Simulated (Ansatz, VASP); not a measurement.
**One calculation of Ge, two programs**

```xyz
2
Lattice="-2.5101 2.5101 1.4323 2.5101 -2.5101 1.4323 2.5101 2.5101 -1.4323" Properties=species:S:1:pos:R:3 pbc="T T T"
Ge    2.5101    0.0000    0.7162
Ge    0.0000    0.0000    1.4323
```

Change from the starting cell: strain -0.025 along x and y, +0.025 along z, atoms carried along.

Alike in both runs: task single point; functional PBEsol; k mesh 20 × 20 × 20; occupations gaussian, width 0.15 eV; no spin polarisation.

|  | VASP | Ansatz |
| --- | --- | --- |
| version | VASP 6.6.1 | Ansatz 0.2.0 |
| potentials or method | VASP PAW PBE potentials, release 64 (Ge_d), cutoff 520 eV | scalar-relativistic, plane waves, PAW |
| valence electrons in the cell | 28 | 28 |

|  | VASP | Ansatz | Ansatz less VASP |
| --- | --- | --- | --- |
| gap on the k mesh at the Fermi level (eV) | none | none | - |
| pressure (GPa) | 1.5 | 1.6 | +0.09 |
| traceless stress, the component that is largest in VASP (GPa) | -1.87 | -1.91 | -0.036 |

VASP's potentials were made for PBE, not for PBEsol. A gap of «none» marks a metal or a gap that the smearing closes.
